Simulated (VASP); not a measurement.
# BaS (P6_3/mmc) in VASP: single point with PBE

Aim: the single point of BaS with PBE.

All numbers are computed with VASP 6.6.1; they aren't measurements. Logs are shortened: lines on timing, memory, paths and dates and some standing lists are left out, and cuts for length are marked.

## (1) The cell of the first run

Symmetry: P6_3/mmc, No. 194, hexagonal system. Conventional cell: a = 5.382 Å, b = 5.382 Å, c = 6.383 Å, α = 90.00°, β = 90.00°, γ = 120.00°. Ba (site symmetry -6m2) has 5 S at 3.11 to 3.19 Å within 4.1 Å. S (site symmetry -6m2) has 5 Ba at 3.11 to 3.19 Å within 4.1 Å.

## (2) Single point, PBE

INCAR

```
ALGO = Normal
EDIFF = 1E-6
ENCUT = 520
GGA = PE
ISIF = 2
ISMEAR = 0
LASPH = T
LCHARG = T
LELF = T
LREAL = F
LVHAR = T
LWAVE = F
NBANDS = 24
NELM = 100
PREC = Accurate
SIGMA = 0.01
```

KPOINTS

```
k-points
0
Gamma
  6 6 4
```

POSCAR

```
BaS
1.0
    5.3818560826      0.0000000000      0.0000000000
   -2.6909280413      4.6608240870      0.0000000000
    0.0000000000      0.0000000000      6.3833234887
Ba S
2 2
Direct
    0.3333333333      0.6666666667     -0.0625000000
    0.6666666667      0.3333333333      0.4375000000
    0.3333333333      0.6666666667      0.4375000000
    0.6666666667      0.3333333333      0.9375000000
```

Potentials or basis: VASP PAW PBE potentials, release 64 (Ba_sv, S).

Launch:

```bash
$ cat potpaw_PBE.64/Ba_sv/POTCAR potpaw_PBE.64/S/POTCAR > POTCAR
$ mpirun -np 1 vasp_std > vasp.out
```

OUTCAR:

```text
EDIFF = 1E-6
   ENCUT = 520
   GGA = PE
   ISIF = 2
   ISMEAR = 0
   LASPH = T
   LREAL = F
   NELM = 100
   PREC = Accurate

 ion  position               nearest neighbor table
   1  0.333  0.667  0.938-   4 3.11   4 3.11   4 3.11   3 3.19   3 3.19   2 4.45   2 4.45   2 4.45
                             2 4.45   2 4.45   2 4.45
   2  0.667  0.333  0.438-   3 3.11   3 3.11   3 3.11   4 3.19   4 3.19   1 4.45   1 4.45   1 4.45
                             1 4.45   1 4.45   1 4.45
   3  0.333  0.667  0.438-   2 3.11   2 3.11   2 3.11   1 3.19   1 3.19
   4  0.667  0.333  0.938-   1 3.11   1 3.11   1 3.11   2 3.19   2 3.19

  LATTYP: Found a hexagonal cell.
 ALAT       =     5.3818560826
 C/A-ratio  =     1.1860821603

  Lattice vectors:

 A1 = (   5.3818560826,   0.0000000000,   0.0000000000)
 A2 = (  -2.6909280413,   4.6608240870,   0.0000000000)
 A3 = (   0.0000000000,   0.0000000000,   6.3833234887)

Analysis of symmetry for initial positions (statically):
=====================================================================
 Subroutine PRICEL returns:
 Original cell was already a primitive cell.

 Routine SETGRP: Setting up the symmetry group for a
 hexagonal supercell.

 Subroutine GETGRP returns: Found 24 space group operations
 (whereof  6 operations were pure point group operations)
 out of a pool of 24 trial point group operations.

The static configuration has the point symmetry C_3v.
 The point group associated with its full space group is D_6h.

Analysis of symmetry for dynamics (positions and initial velocities):
=====================================================================
 Subroutine PRICEL returns:
 Original cell was already a primitive cell.

 Routine SETGRP: Setting up the symmetry group for a
 hexagonal supercell.

 Subroutine GETGRP returns: Found 24 space group operations
 (whereof  6 operations were pure point group operations)
 out of a pool of 24 trial point group operations.

The dynamic configuration has the point symmetry C_3v.
 The point group associated with its full space group is D_6h.

 Subroutine INISYM returns: Found 24 space group operations
 (whereof  6 operations are pure point group operations),
 and found     1 'primitive' translations

----------------------------------------------------------------------------------------

                                     Primitive cell

  volume of cell :     160.1185

  direct lattice vectors                    reciprocal lattice vectors
     5.381856083  0.000000000  0.000000000     0.185809502  0.107277166  0.000000000
    -2.690928041  4.660824087  0.000000000     0.000000000  0.214554332  0.000000000
     0.000000000  0.000000000  6.383323489     0.000000000  0.000000000  0.156658205

  length of vectors
     5.381856083  5.381856083  6.383323489     0.214554332  0.214554332  0.156658205

  position of ions in fractional coordinates (direct lattice)
     0.333333333  0.666666667  0.937500000
     0.666666667  0.333333333  0.437500000
     0.333333333  0.666666667  0.437500000
     0.666666667  0.333333333  0.937500000

  ion indices of the primitive-cell ions
   primitive index   ion index
                 1           1
                 2           2
                 3           3
                 4           4

----------------------------------------------------------------------------------------

 KPOINTS: k-points

Automatic generation of k-mesh.
 Grid dimensions read from file:
 generate k-points for:    6    6    4

 Generating k-lattice:

  Cartesian coordinates                     Fractional coordinates (reciprocal lattice)
     0.030968250  0.017879528  0.000000000     0.166666667  0.000000000  0.000000000
     0.000000000  0.035759055  0.000000000     0.000000000  0.166666667  0.000000000
     0.000000000  0.000000000  0.039164551     0.000000000  0.000000000  0.250000000

  Length of vectors
     0.035759055  0.035759055  0.039164551

  Shift w.r.t. Gamma in fractional coordinates (k-lattice)
     0.000000000  0.000000000  0.000000000

 Subroutine IBZKPT returns following result:
 ===========================================

 Found     21 irreducible k-points:

 Following reciprocal coordinates:
            Coordinates               Weight
  0.000000  0.000000  0.000000      1.000000
  0.166667  0.000000  0.000000      6.000000
  0.333333  0.000000  0.000000      6.000000
  0.500000  0.000000  0.000000      3.000000
  0.166667  0.166667  0.000000      6.000000
  0.333333  0.166667  0.000000     12.000000
[... 13 lines left out ...]
  0.333333  0.166667  0.500000     12.000000
  0.333333  0.333333  0.500000      2.000000
   k-points           NKPTS =     21   k-points in BZ     NKDIM =     21   number of bands    NBANDS=     24
   number of dos      NEDOS =    301   number of ions     NIONS =      4
   total plane-waves  NPLWV =  76800
   dimension x,y,z NGX =    40 NGY =   40 NGZ =   48
   dimension x,y,z NGXF=    80 NGYF=   80 NGZF=   96
   ions per type =               2   2
   NGX,Y,Z   is equivalent  to a cutoff of  12.36, 12.36, 12.50 a.u.
   NGXF,Y,Z  is equivalent  to a cutoff of  24.71, 24.71, 25.00 a.u.
 SYSTEM =  unknown system
   PREC   = accura    normal or accurate (medium, high low for compatibility)
   ISTART =      0    job   : 0-new  1-cont  2-samecut
   ICHARG =      2    charge: 1-file 2-atom 10-const
   ISPIN  =      1    spin polarized calculation?
   LNONCOLLINEAR =      F non collinear calculations
   LSORBIT =      F    spin-orbit coupling
   LASPH  =      T    aspherical Exc in radial PAW
   ENCUT  =  520.0 eV  38.22 Ry    6.18 a.u.  10.01 10.01 11.87*2*pi/ulx,y,z
   NELM   =    100;   NELMIN=  2; NELMDL= -5     # of ELM steps
   EDIFF  = 0.1E-05   stopping-criterion for ELM
   LREAL  =      F    real-space projection
   EDIFFG = 0.1E-04   stopping-criterion for IOM
   NSW    =      0    number of steps for IOM
   IBRION =     -1    ionic relax: 0-MD 1-quasi-New 2-CG
   NFREE  =      0    steps in history (QN), initial steepest desc. (CG)
   ISIF   =      2    stress and relaxation
   ISYM   =      2    0-nonsym 1-usesym 2-fastsym
   POTIM  = 0.5000    time-step for ionic-motion
   TEBEG  =    0.0;   TEEND  =   0.0 temperature during run
   PSTRESS=    0.0 pullay stress
   NELECT =      32.0000    total number of electrons
   NUPDOWN=      -1.0000    fix difference up-down
   EMIN   =  10.00;   EMAX   =-10.00  energy-range for DOS
   EFERMI =   0.00;   METHOD = LEGACY
   ISMEAR =     0;   SIGMA  =   0.01  broadening in eV -4-tet -1-fermi 0-gaus
   EFERMI_NEDOS =   21; number of points for ismear=-14 and -15
   IALGO  =     38    algorithm
   IMIX   =      4    mixing-type and parameters
     AMIX     =   0.40;   BMIX     =  1.00
     AMIX_MAG =   1.60;   BMIX_MAG =  1.00
  volume/ion in A,a.u.               =      40.03       270.13
  Fermi-wavevector in a.u.,A,eV,Ry     =   0.957145  1.808741 12.464651  0.916126
  Thomas-Fermi vector in A             =   2.086136
   LORBIT       =      0    0 simple, 1 ext, 2 COOP (PROOUT), +10 PAW based schemes
   GGA     = PE    functional components
   LHFCALC =     F    Hartree Fock is set to
   AEXX    =    0.0000 exact exchange contribution
   IVDW    =     0    specifies the selected vdW correction
   LEPSILON=     F    determine dielectric tensor
   LRPA    =     F    only Hartree local field effects (RPA)
 non-spin polarized calculation
 Gauss-broadening in eV      SIGMA  =   0.01
  energy-cutoff  :      520.00
  volume of cell :      160.12
 maximum number of plane-waves:      4336
   NGX = 21   NGY = 21   NGZ = 23

 number of electron      31.9999998 magnetization

 Free energy of the ion-electron system (eV)
  ---------------------------------------------------
  ext. energy  EPLUGINS =         0.00000000
  ---------------------------------------------------
  free energy    TOTEN  =       -19.98557412 eV

  energy without entropy =      -19.98557412  energy(sigma->0) =      -19.98557412

 E-fermi :   0.5545     XC(G=0):  -7.5265

 val. band max:        0.4635840722   @ k =   0.0000   0.0000   0.0000
 cond. band min:       2.9327678567   @ k =   0.3333   0.3333   0.0000
 fundamental gap:      2.4691837845
 Fermi energy:         0.5545166868

 k-point     1 :       0.0000    0.0000    0.0000
  band No.  band energies     occupation
      1     -25.8074      2.00000
      2     -25.7560      2.00000
      3     -11.2743      2.00000
      4     -11.1212      2.00000
      5     -11.1212      2.00000
      6     -10.9662      2.00000
[... 16 lines left out ...]
     23       6.3364      0.00000
     24       6.9779      0.00000

 k-point     2 :       0.1667    0.0000    0.0000
  band No.  band energies     occupation
      1     -25.8033      2.00000
      2     -25.7580      2.00000
      3     -11.2550      2.00000
      4     -11.2485      2.00000
      5     -11.1364      2.00000
      6     -11.1328      2.00000
[... 16 lines left out ...]
     23       6.3828      0.00000
     24       6.5980      0.00000

 k-point     3 :       0.3333    0.0000    0.0000
  band No.  band energies     occupation
      1     -25.7935      2.00000
      2     -25.7638      2.00000
      3     -11.4635      2.00000
      4     -11.3739      2.00000
      5     -11.1824      2.00000
      6     -11.1645      2.00000
[... 16 lines left out ...]
     23       6.2470      0.00000
     24       6.2825      0.00000

 k-point     4 :       0.5000    0.0000    0.0000
  band No.  band energies     occupation
      1     -25.7862      2.00000
      2     -25.7691      2.00000
      3     -11.5504      2.00000
      4     -11.4706      2.00000
      5     -11.1778      2.00000
      6     -11.1299      2.00000
[... 16 lines left out ...]
     23       6.4773      0.00000
     24       6.5955      0.00000

 k-point     5 :       0.1667    0.1667    0.0000
  band No.  band energies     occupation
      1     -25.7963      2.00000
      2     -25.7620      2.00000
      3     -11.4055      2.00000
      4     -11.3257      2.00000
      5     -11.2018      2.00000
      6     -11.1620      2.00000
[... 16 lines left out ...]
     23       6.2774      0.00000
     24       6.4214      0.00000

 k-point     6 :       0.3333    0.1667    0.0000
  band No.  band energies     occupation
      1     -25.7862      2.00000
      2     -25.7691      2.00000
      3     -11.5280      2.00000
      4     -11.4729      2.00000
      5     -11.1978      2.00000
      6     -11.1301      2.00000
[... 16 lines left out ...]
     23       6.1268      0.00000
     24       6.4897      0.00000
[... 298 lines left out ...]
 k-point    18 :       0.5000    0.0000    0.5000
  band No.  band energies     occupation
      1     -25.7772      2.00000
      2     -25.7772      2.00000
      3     -11.7850      2.00000
      4     -11.7850      2.00000
      5     -11.0732      2.00000
      6     -11.0732      2.00000
[... 16 lines left out ...]
     23       6.2012      0.00000
     24       6.2012      0.00000

 k-point    19 :       0.1667    0.1667    0.5000
  band No.  band energies     occupation
      1     -25.7787      2.00000
      2     -25.7787      2.00000
      3     -11.6597      2.00000
      4     -11.6597      2.00000
      5     -11.0685      2.00000
      6     -11.0685      2.00000
[... 16 lines left out ...]
     23       6.0323      0.00000
     24       6.0323      0.00000

 k-point    20 :       0.3333    0.1667    0.5000
  band No.  band energies     occupation
      1     -25.7772      2.00000
      2     -25.7772      2.00000
      3     -11.7794      2.00000
      4     -11.7794      2.00000
      5     -11.0889      2.00000
      6     -11.0889      2.00000
[... 16 lines left out ...]
     23       6.5417      0.00000
     24       6.5417      0.00000

 k-point    21 :       0.3333    0.3333    0.5000
  band No.  band energies     occupation
      1     -25.7766      2.00000
      2     -25.7766      2.00000
      3     -11.8106      2.00000
      4     -11.8106      2.00000
      5     -11.1077      2.00000
      6     -11.1077      2.00000
[... 16 lines left out ...]
     23       6.5770      0.00000
     24       6.5770      0.00000

------------------------ aborting loop because EDIFF is reached ----------------------------------------

  FORCE on cell =-STRESS in cart. coord.  units (eV):
  Direction    XX          YY          ZZ          XY          YZ          ZX
  --------------------------------------------------------------------------------------
  -------------------------------------------------------------------------------------
  Total        0.4160408      0.4160408      0.5269303      0.0000000      0.0000000      0.0000000
  in kB        4.1629849      4.1629849      5.2725667      0.0000000      0.0000000      0.0000000
  external PRESSURE =       4.5328455 kB  Pullay stress =       0.0000000 kB

 VOLUME and BASIS-vectors are now :
 -----------------------------------------------------------------------------
  energy-cutoff  :      520.00
  volume of cell :      160.12
      direct lattice vectors                 reciprocal lattice vectors
     5.381856083  0.000000000  0.000000000     0.185809502  0.107277166  0.000000000
    -2.690928041  4.660824087  0.000000000     0.000000000  0.214554332  0.000000000
     0.000000000  0.000000000  6.383323489     0.000000000  0.000000000  0.156658205

 POSITION                                       TOTAL-FORCE (eV/Angst)
 -----------------------------------------------------------------------------------
     -0.00000      3.10722      5.98437         0.000000      0.000000      0.000000
      2.69093      1.55361      2.79270        -0.000000     -0.000000      0.000000
     -0.00000      3.10722      2.79270         0.000000      0.000000      0.000000
      2.69093      1.55361      5.98437         0.000000     -0.000000     -0.000000
 -----------------------------------------------------------------------------------
    total drift:                               -0.000000      0.000000      0.000000

  FREE ENERGIE OF THE ION-ELECTRON SYSTEM (eV)
  ---------------------------------------------------
  free  energy   TOTEN  =       -19.9855741159 eV

  energy  without entropy=      -19.9855741159  energy(sigma->0) =      -19.98557412
```

Wall time 1.9 min (1 thread of AMD EPYC 7R13 (Zen 3), shared host); peak memory 0.26 GiB.

Results:

- Free energy: -19.9856 eV
- Pressure: 0.5 GPa
- Band gap on the k mesh: 2.47 eV, indirect (least direct gap 2.61 eV)

Caveat: spin-orbit coupling is left out, which moves the levels of the heavy elements. A k mesh can miss the band edges.
